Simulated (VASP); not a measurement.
Write the native input for VASP 6.6.1 that does the following.

| Quantity | Value |
| --- | --- |
| Task | single point |
| Functional | PBE |
| Potentials or basis | VASP PAW PBE potentials, release 64 (Na_sv, C) |
| Cutoff | 1130 eV |
| k mesh | 6 × 4 × 4 |
| Occupations | gaussian, width 0.1 eV |
| Spin | no spin polarisation |
| Dipole correction | no |
| Further INCAR settings | ALGO = Normal; EDIFF = 1e-06; NBANDS = 26 |

The structure of NaC2 lies in POSCAR:

```
NaC2
1.0
    2.5417922336      0.0000000000      0.0000000000
    0.0000000000      4.2905463691      0.0000000000
    0.0000000000      0.0000000000      8.1175961084
Na C
2 4
Direct
    0.0000000000      0.0000000000      0.8445877468
    0.5000000000      0.5000000000      0.1554122532
    0.0000000000      0.8343969630      0.5011241374
    0.0000000000      0.1656030370      0.5011241374
    0.5000000000      0.3343969630      0.4988758626
    0.5000000000      0.6656030370      0.4988758626
```

One way to write it, as run:

INCAR

```
SYSTEM = NaC2
PREC = Accurate
ENCUT = 1130
EDIFF = 1E-6
ISMEAR = 0
SIGMA = 0.1
LREAL = .FALSE.
LASPH = .TRUE.
NELM = 120
ALGO = Normal
ISIF = 2
LWAVE = .FALSE.
LCHARG = .FALSE.
GGA = PE
NBANDS = 26
GGA_COMPAT = .FALSE.
```

KPOINTS

```
Automatic mesh
0
G
  6 4 4
  0 0 0
```

Potentials or basis: VASP PAW PBE potentials, release 64 (Na_sv, C).

The run is started by

```console
$ cat potpaw_PBE.64/Na_sv/POTCAR potpaw_PBE.64/C/POTCAR > POTCAR
$ mpirun -np 1 vasp_std > vasp.out
```

Results of the run:

- Pressure: -0.2 GPa
- Largest force: 0.008 eV/Å
- Band gap on the k mesh: zero (bands 17 and 18 overlap by 2.60 eV)

Caveat: the k points lie up to 0.41 Å⁻¹ apart, too coarse for converged energies and pressures of a metal.

Wall time 110 s on 1 thread of Intel(R) Xeon(R) 6975P-C (Granite Rapids) (shared host), peak memory 0.45 GiB.
